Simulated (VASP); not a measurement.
Runs of VASP 6.6.1 on F. The structure is that of space group Fm-3m (No. 225), or close to it. The cells are those of the table. 

```tsv
task	cell	k mesh	cutoff (eV)	gap on the mesh (eV)	pressure (GPa)
single point	a = 2.435 Å, angles 60.0°, 1 atom	18 × 18 × 18	520	none	(a)
relaxation of cell and atoms	relaxed to 23 GPa from a = 2.246 Å, angles 60.0°, 1 atom	19 × 19 × 19	600	none	23.1
single point	a = 2.246 Å, angles 60.0°, 1 atom	19 × 19 × 19	520	none	22.1
relaxation of cell and atoms	relaxed from a = 2.639 Å, angles 60.0°, 1 atom	18 × 18 × 18	600	none	0.1
```

Alike in all rows: level PBE; potentials or basis VASP PAW PBE potentials, release 64 (F); no spin polarisation; smearing fermi-dirac 0.08 eV.

Question: Fill in the values left out.

Answer: (a) -0.6.

Caveats: an odd number of electrons without spin polarisation forces a metal; a magnetic or distorted state may lie lower; the cell is relaxed towards a set pressure, so the enthalpy falls and the energy may rise (some runs).

A gap of «none» marks levels without a gap at the run's occupations.
